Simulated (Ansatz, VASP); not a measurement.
V in VASP and in Ansatz

```
V
1.0
    -1.48344    1.48344    1.48344
     1.48344   -1.48344    1.48344
     1.48344    1.48344   -1.48344
V
1
Direct
  0.00000 0.00000 0.00000
```

Alike in both runs: task single point; functional LDA; k mesh 12 × 12 × 12; occupations fermi-dirac, width 0.05 eV; collinear spin.

|  | VASP | Ansatz |
| --- | --- | --- |
| version | VASP 6.6.1 | Ansatz 0.2.0 |
| potentials or method | VASP PAW LDA potentials, release 64 (V_sv) | Ansatz PAW |
| plane-wave cutoff (eV) | 520 | 420 |
| valence electrons in the cell | 13 | 13 |

VASP gave:

```
gap on the k mesh at the Fermi level (eV) : none
pressure (GPa)                            : -7.8
net moment per atom (μB)                  : 0.00
```

**Question.** Estimate Ansatz's values.

**Answer.** gap on the k mesh at the Fermi level (eV): none; pressure (GPa): -8.3; net moment per atom (μB): 0.00.

LDA's correlation is that of Perdew and Zunger in VASP and of Perdew and Wang (1992) in Ansatz. A gap of «none» marks a metal or a gap that the smearing closes.
